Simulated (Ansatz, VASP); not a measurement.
Bi2Te3: VASP beside Ansatz

INCAR

```
SYSTEM = Bi2Te3
PREC = Accurate
ENCUT = 520
EDIFF = 1E-6
ISMEAR = -1
SIGMA = 0.08
LREAL = .FALSE.
LASPH = .TRUE.
NELM = 100
ALGO = Normal
ISIF = 2
LWAVE = .FALSE.
LCHARG = .FALSE.
GGA = PE
NBANDS = 32
```

KPOINTS

```
Automatic mesh
0
G
  8 8 8
  0 0 0
```

Contents of POSCAR:

```
Bi2Te3
1.0
    2.2085012539      1.2750787934      9.7477366000
   -2.2085012539      1.2750787934      9.7477366000
    0.0000000000     -2.5501575869      9.7477366000
Bi Te
2 3
Direct
    0.8120000000      0.8120000000      0.8120000000
    0.4020000000      0.4020000000      0.4020000000
    0.6110000000      0.6110000000      0.6110000000
    0.2000000000      0.2000000000      0.2000000000
    0.0000000000      0.0000000000      0.0000000000
```

Input for Ansatz:

```yaml
crystal:
  lattice:
    - [2.2085012539, 1.2750787934, 9.7477366]
    - [-2.2085012539, 1.2750787934, 9.7477366]
    - [0.0, -2.5501575869, 9.7477366]
  atoms:
    - { symbol: Bi, position: [0.812, 0.812, 0.812] }
    - { symbol: Bi, position: [0.402, 0.402, 0.402] }
    - { symbol: Te, position: [0.611, 0.611, 0.611] }
    - { symbol: Te, position: [0.2, 0.2, 0.2] }
    - { symbol: Te, position: [0.0, 0.0, 0.0] }
kpoints:
  mp_grid: { grid: [8, 8, 8] }
  band_path:
    path:
      - [0.0, 0.0, 0.0]
      - [0.5, 0.5, 0.5]
      - [0.8219262342, 0.1780737658, 0.5]
      - [0.5, -0.1780737658, 0.1780737658]
      - [0.5, 0.0, 0.0]
      - [0.0, 0.0, 0.0]
      - [0.3390368829, -0.3390368829, 0.0]
      - [0.6609631171, 0.0, 0.3390368829]
      - [0.5, 0.0, 0.5]
    npoints: 5
scf:
  occupations: { method: fermi_dirac, width: 0.08 }
hamiltonian:
  xc: pbe
  pseudopotentials: { kind: all_electron, lapw: { basis_error: 0.001 } }
output:
  forces: true
  stress: true
  eigenvalues: true
```

Change from the starting cell: zz strain of -2 %.

Alike in both runs: task single point; functional PBE; k mesh 8 × 8 × 8; occupations fermi-dirac, width 0.08 eV; no spin polarisation.

```csv
,VASP,Ansatz
version,VASP 6.6.1,Ansatz 0.2.0
potentials or method,"VASP PAW PBE potentials, release 64 (Bi_d, Te), cutoff 520 eV","all-electron LAPW, scalar-relativistic"
```

Ansatz gave:

| Property | Result |
| --- | --- |
| pressure (GPa) | 2.8 |
| traceless stress, the component that is largest in VASP (GPa) | -0.32 |
| rms of the force components (eV/Å) | 0.521 |

Problem. Which values does VASP return?

Solution. Pressure (GPa): 2.8; traceless stress, the component that is largest in VASP (GPa): -0.33; rms of the force components (eV/Å): 0.524.

Atom by atom the forces differ by 0.004 eV/Å (rms over components). Ansatz ran all-electron here, and VASP with PAW potentials.

Spin-orbit coupling is off throughout.
